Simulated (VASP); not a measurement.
# Ba3AlP (Pm-3m) in VASP: notebook

Ba3AlP is run at these levels: PBE; tasks: single point.

Everything below comes from runs of VASP 6.6.1. Logs are shortened: lines on timing, memory, paths and dates and some standing lists are left out, and cuts for length are marked.

## (1) The cell of the first run

It takes space group Pm-3m (No. 221, cubic). Conventional cell: a = 5.545 Å, b = 5.545 Å, c = 5.545 Å, α = 90.00°, β = 90.00°, γ = 90.00°. Within 3.7 Å of Ba (site symmetry 4/mmm) lie 2 P at 2.77 Å. Within 5.1 Å of Al (site symmetry m-3m) lie 12 Ba at 3.92 Å and 8 P at 4.80 Å. P (site symmetry m-3m) has 6 Ba at 2.77 Å within 3.7 Å.

The cell was built from a structure type or drawn by symmetry, and may not be a known phase.

## (2) Single point, PBE

Contents of INCAR:

```
SYSTEM = Ba3AlP
PREC = Accurate
ENCUT = 520
EDIFF = 1E-6
ISMEAR = 0
SIGMA = 0.1
LREAL = .FALSE.
LASPH = .TRUE.
NELM = 100
ALGO = Normal
ISIF = 2
LWAVE = .FALSE.
LCHARG = .FALSE.
GGA = PE
NBANDS = 27
```

Contents of KPOINTS:

```
Automatic mesh
0
G
  4 4 4
  0 0 0
```

Contents of POSCAR:

```
Ba3AlP
1.0
    5.5454416200      0.0000000000      0.0000000000
    0.0000000000      5.5454416200      0.0000000000
    0.0000000000      0.0000000000      5.5454416200
Ba Al P
3 1 1
Direct
    0.5000000000      0.5000000000      0.0000000000
    0.5000000000      0.0000000000      0.5000000000
    0.0000000000      0.5000000000      0.5000000000
    0.0000000000      0.0000000000      0.0000000000
    0.5000000000      0.5000000000      0.5000000000
```

Potentials or basis: VASP PAW PBE potentials, release 64 (Ba_sv, Al, P).

Command:

```
$ cat potpaw_PBE.64/Ba_sv/POTCAR potpaw_PBE.64/Al/POTCAR potpaw_PBE.64/P/POTCAR > POTCAR
$ mpirun -np 1 vasp_std > vasp.out
```

OUTCAR:

```text
SYSTEM = Ba3AlP
   PREC = Accurate
   ENCUT = 520
   EDIFF = 1E-6
   ISMEAR = 0
   LREAL = .FALSE.
   LASPH = .TRUE.
   NELM = 100
   ISIF = 2
   GGA = PE

 ion  position               nearest neighbor table
   1  0.500  0.500  0.000-   5 2.77   5 2.77   4 3.92   2 3.92   2 3.92   3 3.92   3 3.92   2 3.92
                             4 3.92   2 3.92   3 3.92   4 3.92   3 3.92   4 3.92
   2  0.500  0.000  0.500-   5 2.77   5 2.77   4 3.92   1 3.92   1 3.92   4 3.92   1 3.92   3 3.92
                             3 3.92   1 3.92   3 3.92   4 3.92   4 3.92   3 3.92
   3  0.000  0.500  0.500-   5 2.77   5 2.77   4 3.92   1 3.92   1 3.92   4 3.92   2 3.92   4 3.92
                             4 3.92   1 3.92   2 3.92   2 3.92   1 3.92   2 3.92
   4  0.000  0.000  0.000-   1 3.92   2 3.92   3 3.92   2 3.92   3 3.92   1 3.92   3 3.92   3 3.92
                             1 3.92   2 3.92   2 3.92   1 3.92
   5  0.500  0.500  0.500-   1 2.77   2 2.77   3 2.77   1 2.77   2 2.77   3 2.77

  LATTYP: Found a simple cubic cell.
 ALAT       =     5.5454416200

  Lattice vectors:

 A1 = (   5.5454416200,   0.0000000000,   0.0000000000)
 A2 = (   0.0000000000,   5.5454416200,   0.0000000000)
 A3 = (   0.0000000000,   0.0000000000,   5.5454416200)

Analysis of symmetry for initial positions (statically):
=====================================================================
 Subroutine PRICEL returns:
 Original cell was already a primitive cell.

 Routine SETGRP: Setting up the symmetry group for a
 simple cubic supercell.

 Subroutine GETGRP returns: Found 48 space group operations
 (whereof 48 operations were pure point group operations)
 out of a pool of 48 trial point group operations.

The static configuration has the point symmetry O_h .

Analysis of symmetry for dynamics (positions and initial velocities):
=====================================================================
 Subroutine PRICEL returns:
 Original cell was already a primitive cell.

 Routine SETGRP: Setting up the symmetry group for a
 simple cubic supercell.

 Subroutine GETGRP returns: Found 48 space group operations
 (whereof 48 operations were pure point group operations)
 out of a pool of 48 trial point group operations.

The dynamic configuration has the point symmetry O_h .

 Subroutine INISYM returns: Found 48 space group operations
 (whereof 48 operations are pure point group operations),
 and found     1 'primitive' translations

----------------------------------------------------------------------------------------

                                     Primitive cell

  volume of cell :     170.5330

  direct lattice vectors                    reciprocal lattice vectors
     5.545441620  0.000000000  0.000000000     0.180328289  0.000000000  0.000000000
     0.000000000  5.545441620  0.000000000     0.000000000  0.180328289  0.000000000
     0.000000000  0.000000000  5.545441620     0.000000000  0.000000000  0.180328289

  length of vectors
     5.545441620  5.545441620  5.545441620     0.180328289  0.180328289  0.180328289

  position of ions in fractional coordinates (direct lattice)
     0.500000000  0.500000000  0.000000000
     0.500000000  0.000000000  0.500000000
     0.000000000  0.500000000  0.500000000
     0.000000000  0.000000000  0.000000000
     0.500000000  0.500000000  0.500000000

  ion indices of the primitive-cell ions
   primitive index   ion index
                 1           1
                 2           2
                 3           3
                 4           4
                 5           5

----------------------------------------------------------------------------------------

 KPOINTS: Automatic mesh

Automatic generation of k-mesh.
 Grid dimensions read from file:
 generate k-points for:    4    4    4

 Generating k-lattice:

  Cartesian coordinates                     Fractional coordinates (reciprocal lattice)
     0.045082072  0.000000000  0.000000000     0.250000000  0.000000000  0.000000000
     0.000000000  0.045082072  0.000000000     0.000000000  0.250000000  0.000000000
     0.000000000  0.000000000  0.045082072     0.000000000  0.000000000  0.250000000

  Length of vectors
     0.045082072  0.045082072  0.045082072

  Shift w.r.t. Gamma in fractional coordinates (k-lattice)
     0.000000000  0.000000000  0.000000000

 Subroutine IBZKPT returns following result:
 ===========================================

 Found     10 irreducible k-points:

 Following reciprocal coordinates:
            Coordinates               Weight
  0.000000  0.000000  0.000000      1.000000
  0.250000  0.000000  0.000000      6.000000
  0.500000  0.000000  0.000000      3.000000
  0.250000  0.250000  0.000000     12.000000
  0.500000  0.250000  0.000000     12.000000
  0.500000  0.500000  0.000000      3.000000
  0.250000  0.250000  0.250000      8.000000
  0.500000  0.250000  0.250000     12.000000
  0.500000  0.500000  0.250000      6.000000
  0.500000  0.500000  0.500000      1.000000
   k-points           NKPTS =     10   k-points in BZ     NKDIM =     10   number of bands    NBANDS=     27
   number of dos      NEDOS =    301   number of ions     NIONS =      5
   total plane-waves  NPLWV =  74088
   dimension x,y,z NGX =    42 NGY =   42 NGZ =   42
   dimension x,y,z NGXF=    84 NGYF=   84 NGZF=   84
   ions per type =               3   1   1
   NGX,Y,Z   is equivalent  to a cutoff of  12.59, 12.59, 12.59 a.u.
   NGXF,Y,Z  is equivalent  to a cutoff of  25.18, 25.18, 25.18 a.u.
 SYSTEM =  Ba3AlP
   PREC   = accura    normal or accurate (medium, high low for compatibility)
   ISTART =      0    job   : 0-new  1-cont  2-samecut
   ICHARG =      2    charge: 1-file 2-atom 10-const
   ISPIN  =      1    spin polarized calculation?
   LNONCOLLINEAR =      F non collinear calculations
   LSORBIT =      F    spin-orbit coupling
   LASPH  =      T    aspherical Exc in radial PAW
   ENCUT  =  520.0 eV  38.22 Ry    6.18 a.u.  10.31 10.31 10.31*2*pi/ulx,y,z
   NELM   =    100;   NELMIN=  2; NELMDL= -5     # of ELM steps
   EDIFF  = 0.1E-05   stopping-criterion for ELM
   LREAL  =      F    real-space projection
   EDIFFG = 0.1E-04   stopping-criterion for IOM
   NSW    =      0    number of steps for IOM
   IBRION =     -1    ionic relax: 0-MD 1-quasi-New 2-CG
   NFREE  =      0    steps in history (QN), initial steepest desc. (CG)
   ISIF   =      2    stress and relaxation
   ISYM   =      2    0-nonsym 1-usesym 2-fastsym
   POTIM  = 0.5000    time-step for ionic-motion
   TEBEG  =    0.0;   TEEND  =   0.0 temperature during run
   PSTRESS=    0.0 pullay stress
   NELECT =      38.0000    total number of electrons
   NUPDOWN=      -1.0000    fix difference up-down
   EMIN   =  10.00;   EMAX   =-10.00  energy-range for DOS
   EFERMI =   0.00;   METHOD = LEGACY
   ISMEAR =     0;   SIGMA  =   0.10  broadening in eV -4-tet -1-fermi 0-gaus
   EFERMI_NEDOS =   21; number of points for ismear=-14 and -15
   IALGO  =     38    algorithm
   IMIX   =      4    mixing-type and parameters
     AMIX     =   0.40;   BMIX     =  1.00
     AMIX_MAG =   1.60;   BMIX_MAG =  1.00
  volume/ion in A,a.u.               =      34.11       230.16
  Fermi-wavevector in a.u.,A,eV,Ry     =   0.992506  1.875565 13.402671  0.985069
  Thomas-Fermi vector in A             =   2.124323
   LORBIT       =      0    0 simple, 1 ext, 2 COOP (PROOUT), +10 PAW based schemes
   GGA     = PE    functional components
   LHFCALC =     F    Hartree Fock is set to
   AEXX    =    0.0000 exact exchange contribution
   IVDW    =     0    specifies the selected vdW correction
   LEPSILON=     F    determine dielectric tensor
   LRPA    =     F    only Hartree local field effects (RPA)
 non-spin polarized calculation
 Gauss-broadening in eV      SIGMA  =   0.10
  energy-cutoff  :      520.00
  volume of cell :      170.53
 maximum number of plane-waves:      4636
 NGX is ok and might be reduce to    42
   NGX = 21   NGY = 21   NGZ = 21

 number of electron      37.9999996 magnetization

 Free energy of the ion-electron system (eV)
  ---------------------------------------------------
  ext. energy  EPLUGINS =         0.00000000
  ---------------------------------------------------
  free energy    TOTEN  =       -14.24724717 eV

  energy without entropy =      -14.21698430  energy(sigma->0) =      -14.23211574

 E-fermi :   3.1802     XC(G=0):  -8.7692

 val. band max:        3.0519390318   @ k =   0.5000   0.5000   0.2500
 cond. band min:       3.2105386342   @ k =   0.2500   0.2500   0.2500
 fundamental gap:      0.1585996025
 Fermi energy:         3.1802248580

 k-point     1 :       0.0000    0.0000    0.0000
  band No.  band energies     occupation
      1     -24.5017      2.00000
      2     -24.2612      2.00000
      3     -24.2612      2.00000
      4     -10.4786      2.00000
      5     -10.4786      2.00000
      6     -10.4786      2.00000
[... 19 lines left out ...]
     26       5.9317      0.00000
     27       6.8735      0.00000

 k-point     2 :       0.2500    0.0000    0.0000
  band No.  band energies     occupation
      1     -24.4713      2.00000
      2     -24.2911      2.00000
      3     -24.2608      2.00000
      4     -10.5143      2.00000
      5     -10.4057      2.00000
      6     -10.4057      2.00000
[... 19 lines left out ...]
     26       6.2769      0.00000
     27       6.9284      0.00000

 k-point     3 :       0.5000    0.0000    0.0000
  band No.  band energies     occupation
      1     -24.4229      2.00000
      2     -24.3389      2.00000
      3     -24.2604      2.00000
      4     -10.5511      2.00000
      5     -10.3130      2.00000
      6     -10.3130      2.00000
[... 19 lines left out ...]
     26       6.1707      0.00000
     27       6.1707      0.00000

 k-point     4 :       0.2500    0.2500    0.0000
  band No.  band energies     occupation
      1     -24.4439      2.00000
      2     -24.2998      2.00000
      3     -24.2779      2.00000
      4     -10.8619      2.00000
      5     -10.3277      2.00000
      6     -10.0802      2.00000
[... 19 lines left out ...]
     26       6.9858      0.00000
     27       7.1179      0.00000

 k-point     5 :       0.5000    0.2500    0.0000
  band No.  band energies     occupation
      1     -24.3983      2.00000
      2     -24.3384      2.00000
      3     -24.2833      2.00000
      4     -11.0409      2.00000
      5     -10.2244      2.00000
      6     -10.0390      2.00000
[... 19 lines left out ...]
     26       6.7445      0.00000
     27       7.1600      0.00000

 k-point     6 :       0.5000    0.5000    0.0000
  band No.  band energies     occupation
      1     -24.3420      2.00000
      2     -24.3378      2.00000
      3     -24.3378      2.00000
      4     -11.2843      2.00000
      5     -10.1555      2.00000
      6     -10.0933      2.00000
[... 19 lines left out ...]
     26       6.5973      0.00000
     27       7.0039      0.00000

 k-point     7 :       0.2500    0.2500    0.2500
  band No.  band energies     occupation
      1     -24.4206      2.00000
      2     -24.2994      2.00000
      3     -24.2994      2.00000
      4     -11.1929      2.00000
      5     -10.0458      2.00000
      6     -10.0458      2.00000
[... 19 lines left out ...]
     26       6.0161      0.00000
     27       6.9603      0.00000

 k-point     8 :       0.5000    0.2500    0.2500
  band No.  band energies     occupation
      1     -24.3803      2.00000
      2     -24.3379      2.00000
      3     -24.2989      2.00000
      4     -11.3997      2.00000
      5     -10.0545      2.00000
      6      -9.9910      2.00000
[... 19 lines left out ...]
     26       6.8532      0.00000
     27       6.9146      0.00000

 k-point     9 :       0.5000    0.5000    0.2500
  band No.  band energies     occupation
      1     -24.3394      2.00000
      2     -24.3373      2.00000
      3     -24.3373      2.00000
      4     -11.6311      2.00000
      5     -10.1490      2.00000
      6     -10.0161      2.00000
[... 19 lines left out ...]
     26       6.2017      0.00000
     27       6.9874      0.00000

 k-point    10 :       0.5000    0.5000    0.5000
  band No.  band energies     occupation
      1     -24.3368      2.00000
      2     -24.3368      2.00000
      3     -24.3368      2.00000
      4     -11.8678      2.00000
      5     -10.1424      2.00000
      6     -10.1424      2.00000
[... 19 lines left out ...]
     26       5.8205      0.00000
     27       6.6312      0.00000

------------------------ aborting loop because EDIFF is reached ----------------------------------------

  FORCE on cell =-STRESS in cart. coord.  units (eV):
  Direction    XX          YY          ZZ          XY          YZ          ZX
  --------------------------------------------------------------------------------------
  -------------------------------------------------------------------------------------
  Total       13.4140350     13.4140350     13.4140350      0.0000000      0.0000000      0.0000000
  in kB      126.0264217    126.0264217    126.0264217      0.0000000      0.0000000      0.0000000
  external PRESSURE =     126.0264217 kB  Pullay stress =       0.0000000 kB

 VOLUME and BASIS-vectors are now :
 -----------------------------------------------------------------------------
  energy-cutoff  :      520.00
  volume of cell :      170.53
      direct lattice vectors                 reciprocal lattice vectors
     5.545441620  0.000000000  0.000000000     0.180328289  0.000000000  0.000000000
     0.000000000  5.545441620  0.000000000     0.000000000  0.180328289  0.000000000
     0.000000000  0.000000000  5.545441620     0.000000000  0.000000000  0.180328289

 POSITION                                       TOTAL-FORCE (eV/Angst)
 -----------------------------------------------------------------------------------
      2.77272      2.77272      0.00000         0.000000      0.000000      0.000000
      2.77272      0.00000      2.77272         0.000000      0.000000      0.000000
      0.00000      2.77272      2.77272         0.000000      0.000000      0.000000
      0.00000      0.00000      0.00000         0.000000      0.000000      0.000000
      2.77272      2.77272      2.77272         0.000000      0.000000      0.000000
 -----------------------------------------------------------------------------------
    total drift:                                0.000000     -0.000000      0.000000

  FREE ENERGIE OF THE ION-ELECTRON SYSTEM (eV)
  ---------------------------------------------------
  free  energy   TOTEN  =       -14.2472471748 eV

  energy  without entropy=      -14.2169842957  energy(sigma->0) =      -14.23211574
```

Wall time 24 s (1 thread of Intel Xeon 6975P-C (Granite Rapids), shared host); peak memory 0.27 GiB.

Results:

| Property | Result |
| --- | --- |
| Free energy | -14.2472 eV |
| Pressure | 12.6 GPa |
| Band gap on the k mesh | zero (bands 19 and 20 overlap by 0.87 eV) |

Caveat: the cell stands under pressure; spin-orbit coupling is left out, which moves the levels of the heavy elements.

## (3) Single point, PBE

This run uses another cell than the first one, of 46.43 Å³/atom.

Contents of INCAR:

```
SYSTEM = Ba3AlP
PREC     = Accurate       ! precision mode
ENCUT    = 520            ! plane-wave cutoff, eV
EDIFF    = 1E-6           ! SCF threshold, eV
ISMEAR   = 0              ! smearing method
SIGMA    = 0.1            ! smearing width, eV
LREAL    = .FALSE.        ! projectors in reciprocal space
LASPH    = .TRUE.         ! aspherical terms in the spheres
NELM     = 80             ! most SCF steps
ALGO     = Normal         ! electronic algorithm
ISIF     = 2              ! what is computed and relaxed
LWAVE    = .FALSE.        ! write WAVECAR
LCHARG   = .FALSE.        ! write CHGCAR
GGA      = PE             ! functional
NBANDS   = 27             ! bands
```

Contents of KPOINTS:

```
regular mesh
0
G
  4 4 4
  0 0 0
```

POSCAR: that of step 2 with these lines changed.

```diff
@@ -2,5 +2,5 @@
 1.0
-    5.5454416200      0.0000000000      0.0000000000
-    0.0000000000      5.5454416200      0.0000000000
-    0.0000000000      0.0000000000      5.5454416200
+    6.1460143426      0.0000000000      0.0000000000
+    0.0000000000      6.1460143426      0.0000000000
+    0.0000000000      0.0000000000      6.1460143426
 Ba Al P
```

Potentials or basis: VASP PAW PBE potentials, release 64 (Ba_sv, Al, P).

Command:

```
$ cat potpaw_PBE.64/Ba_sv/POTCAR potpaw_PBE.64/Al/POTCAR potpaw_PBE.64/P/POTCAR > POTCAR
$ mpirun -np 1 vasp_std > vasp.out
```

Run time: 32 s. Hardware: 1 thread of Intel Xeon 6975P-C (Granite Rapids), shared host; peak memory 0.35 GiB.

Results (log left out):

* Free energy: -16.3604 eV
* Pressure: 0.6 GPa
* Band gap on the k mesh: zero (bands 19 and 20 overlap by 0.44 eV)

Levels at points of the mesh, in eV from the Fermi level:
```
           k point  band 15  band 16  band 17  band 18  band 19  band 20  band 21  band 22  band 23  band 24
(0.00, 0.00, 0.00)    -0.31    -0.31    -0.31     0.38     0.38     0.60     0.60     0.60     0.97     0.97
(0.50, 0.00, 0.00)    -1.91    -1.18    -0.61    -0.61     0.12     0.12     0.90     1.33     1.83     2.21
(0.50, 0.50, 0.00)    -2.25    -2.25    -0.91    -0.44    -0.44    -0.06     1.85     1.85     1.87     2.17
(0.50, 0.50, 0.50)    -2.44    -2.44    -2.44     0.13     0.13     0.13     1.54     1.54     1.54     2.32
```

Caveat: spin-orbit coupling is left out, which moves the levels of the heavy elements.
